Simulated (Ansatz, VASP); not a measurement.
# One calculation of Hf, two programs

```
Hf
1.0
    -1.77266    1.77266    1.77266
     1.77266   -1.77266    1.77266
     1.77266    1.77266   -1.77266
Hf
1
Direct
  0.00000 0.00000 0.00000
```

Alike in both runs: functional PBE; k mesh 16 × 16 × 16; occupations fermi-dirac, width 0.05 eV; no spin polarisation.

Ansatz relaxed the structure, and its values are those at the end. VASP's run is a single point on that final structure, the one shown.

```csv
,VASP,Ansatz
version,VASP 6.6.1,Ansatz 0.2.0
potentials or method,"VASP PAW PBE potentials, release 64 (Hf_pv), cutoff 520 eV","all-electron LAPW, scalar-relativistic"
```

Ansatz gave:

```
pressure (GPa) : 0.0
```

Q: Which values does VASP return?

A: Pressure (GPa): -0.4.

Ansatz ran all-electron here, and VASP with PAW potentials.

Neither program's run includes spin-orbit coupling.
